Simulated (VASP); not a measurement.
Set up this calculation in VASP 6.6.1, as the native input.

```yaml
Task: single point
Functional: PBE
Potentials_or_basis: VASP PAW PBE potentials, release 64 (Ti_sv, O)
Cutoff: 520 eV
k_mesh: 1 × 1 × 1
Occupations: fermi-dirac, width 0.05 eV
Spin: no spin polarisation
Dipole_correction: no
Further_INCAR_settings: LREAL = Auto; ALGO = Normal; EDIFF = 1e-06; NBANDS = 87; ISYM = 0
```

The structure of TiO2 lies in POSCAR:

```
TiO2
1.0
    5.9678230000     -0.0646880000     -0.1248110000
   -0.0646880000      6.0763150000     -0.0548890000
   -0.1248110000     -0.0548890000      5.9604060000
Ti O
6 12
Direct
    0.8935798935      0.0748515802      0.8835811065
    0.5248795689      0.7556078543      0.6801532150
    0.9881726513      0.5209652606      0.6711930494
    0.6862905235      0.4402523994      0.2286523134
    0.1167528182      0.1893662924      0.3452374154
    0.4632570839      0.9595029784      0.1484480653
    0.8942187457      0.8103339346      0.7255555671
    0.4272765853      0.2835168065      0.2183453228
    0.1009129527      0.1767160535      0.6448568795
    0.0194296712      0.4698719876      0.3475075088
    0.8150127974      0.1276891714      0.2223775181
    0.2802120746      0.6078028650      0.7643117332
    0.5814320081      0.0388473529      0.8446879965
    0.1614202121      0.9694068176      0.0776154827
    0.6680355719      0.5152130523      0.5209953344
    0.4001242825      0.8924271242      0.4500370183
    0.5791217102      0.6955039979      0.0852657149
    0.8682283945      0.3857936591      0.9178130286
```

The input as run:

INCAR

```
SYSTEM = TiO2
PREC = Accurate
ENCUT = 520
EDIFF = 1E-6
ISMEAR = -1
SIGMA = 0.05
LREAL = Auto
LASPH = .True.
NELM = 100
ALGO = Normal
ISIF = 2
LWAVE = .False.
LCHARG = .False.
GGA = PE
ISYM = 0
NBANDS = 87
```

KPOINTS

```
regular mesh
0
Gamma
  1 1 1
  0 0 0
```

Potentials or basis: VASP PAW PBE potentials, release 64 (Ti_sv, O).

Launch:

```sh
$ cat potpaw_PBE.64/Ti_sv/POTCAR potpaw_PBE.64/O/POTCAR > POTCAR
$ mpirun -np 1 vasp_gam > vasp.out
```

It gave:

The pressure is 4.3 GPa. The largest force is 1.544 eV/Å. The band gap on the k mesh is 3.20 eV.

Caveat: the k points lie up to 1.05 Å⁻¹ apart.

Wall time 73 s on 1 thread of Intel(R) Xeon(R) Platinum 8488C (Sapphire Rapids), on a shared host, peak memory 0.3 GiB.
